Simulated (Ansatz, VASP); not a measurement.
**Si2As2O: VASP beside Ansatz**

```
CELL_PARAMETERS angstrom
4.33273 0.00000 0.00000
-2.16637 3.75226 0.00000
0.00000 0.00000 5.19739
ATOMIC_POSITIONS crystal
Si 0.33333 0.66667 0.50000
Si 0.66667 0.33333 0.50000
As 0.33333 0.66667 0.00000
As 0.66667 0.33333 0.00000
O 0.00000 0.00000 0.50000
```

Alike in both runs: functional PBE; k mesh 12 × 12 × 8; occupations gaussian, width 0.1 eV; no spin polarisation.

Ansatz relaxed the structure, and its values are those at the end. VASP's run is a single point on that final structure, the one shown.

|  | VASP | Ansatz |
| --- | --- | --- |
| version | VASP 6.6.1 | Ansatz 0.2.0 |
| potentials or method | VASP PAW PBE potentials, release 64 (Si, As, O), cutoff 520 eV | scalar-relativistic, plane waves, PAW |
| valence electrons in the cell | 24 | 44 |

```csv
,VASP,Ansatz,Ansatz less VASP
gap on the k mesh at the Fermi level (eV),none,none,-
pressure (GPa),0.1,0.0,-0.14
```

A gap of «none» marks a metal or a gap that the smearing closes. VASP's potentials hold 24 valence electrons a cell and Ansatz's 44, so a difference there can come from the potentials and not from the codes.
